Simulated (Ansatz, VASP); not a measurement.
InGa2O: VASP beside Ansatz

```
In Ga O
1.0
     2.83749    0.00000    0.00000
     0.00000    2.83749    0.00000
     0.00000    0.00000    9.77039
In Ga O
1 2 1
Direct
  0.00000 0.00000 0.50000
  0.00000 0.00000 0.85148
  0.00000 0.00000 0.14852
  0.00000 0.00000 0.00000
```

Alike in both runs: task single point; functional PBE; k mesh 6 × 6 × 2; occupations gaussian, width 0.1 eV; collinear spin.

```csv
,VASP,Ansatz
version,VASP 6.6.1,Ansatz 0.2.0
potentials or method,"VASP PAW PBE potentials, release 64 (In_d, Ga_d, O), cutoff 520 eV","scalar-relativistic, plane waves, PAW"
valence electrons in the cell,45,45
```

Ansatz gave:

| Item | Value |
| --- | --- |
| gap on the k mesh at the Fermi level (eV) | none |
| rms of the force components (eV/Å) | 8.456 |
| net moment per atom (μB) | 0.00 |

Task: What did VASP give for the same quantities?

Result: gap on the k mesh at the Fermi level (eV): none; rms of the force components (eV/Å): 8.058; net moment per atom (μB): 0.00.

Atom by atom the forces differ by 0.398 eV/Å (rms over components). A gap of «none» marks a metal or a gap that the smearing closes. Ansatz's warnings: seeded moment not kept.

The k mesh is coarse, so the values compare programs but aren't converged.
